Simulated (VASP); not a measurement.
Write the native input for VASP 6.6.1 that does the following.

- Task: single point
- Functional: PBEsol
- Potentials or basis: VASP PAW PBE potentials, release 64 (Cu)
- Cutoff: 520 eV
- k mesh: 20 × 20 × 20
- Occupations: gaussian, width 0.1 eV
- Spin: no spin polarisation
- Dipole correction: no
- Further INCAR settings: ALGO = Fast; EDIFF = 1e-07; NBANDS = 12

The structure of Cu lies in POSCAR:

```
Cu
1.0
   -1.4450981619      1.4450981619      1.3599979151
    1.4450981619     -1.4450981619      1.3599979151
    1.4450981619      1.4450981619     -1.3599979151
Cu
1
Direct
    0.0000000000      0.0000000000      0.0000000000
```

One way to write it, as run:

INCAR

```
PREC     = Accurate       # precision mode
ENCUT    = 520            # plane-wave cutoff, eV
EDIFF    = 1E-7           # SCF threshold, eV
ISMEAR   = 0              # smearing method
SIGMA    = 0.1            # smearing width, eV
LREAL    = F              # projectors in reciprocal space
LASPH    = T              # aspherical terms in the spheres
NELM     = 100            # most SCF steps
ALGO     = Fast           # electronic algorithm
ISIF     = 2              # what is computed and relaxed
LWAVE    = F              # write WAVECAR
LCHARG   = F              # write CHGCAR
GGA      = PS             # functional
NBANDS   = 12             # bands
```

KPOINTS

```
Automatic mesh
0
Gamma
  20 20 20
```

Potentials or basis: VASP PAW PBE potentials, release 64 (Cu).

Launch:

```sh
$ cat potpaw_PBE.64/Cu/POTCAR > POTCAR
$ mpirun -np 1 vasp_std > vasp.out
```

It gave:

The pressure is 1.2 GPa. The band gap on the k mesh is zero (an odd number of electrons rules out a gap without spin polarisation).

Caveat: the PAW data sets were made with another functional, which shifts forces and pressure a little.

It took 35 s on 1 thread of AMD EPYC 9R45 96-Core Processor (Zen 5), with other jobs on the host, peak memory 0.16 GiB.
